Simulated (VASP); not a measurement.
Rh:

```
Rh
1.0
     0.00000    1.90155    1.90155
     1.90155    0.00000    1.90155
     1.90155    1.90155    0.00000
Rh
1
Direct
  0.00000 0.00000 0.00000
```

Program: VASP 6.6.1. Alike in all runs: level PBE; potentials or basis VASP PAW PBE potentials, release 64 (Rh_pv); cell as given; cutoff (eV) 520; smearing fermi-dirac 0.08 eV. Hardware: 1 thread of Intel Xeon 8259CL, with other jobs on the host.

Q: Order these runs on this cell by their wall time, lowest first.
A. task electric field gradients; spin off; k mesh 16 × 16 × 16
B. task electric field gradients; spin non-collinear, zero start, SOC; k mesh 16 × 16 × 16
C. task electric field gradients; spin off; k mesh 22 × 22 × 22
D. task electric field gradients; spin off; k mesh 5 × 5 × 5
E. task single point; spin off; k mesh 12 × 12 × 12

A: D (6.5 s), E (18 s), A (36 s), C (91 s), B (180 s).

Caveats: some runs use coarse meshes.
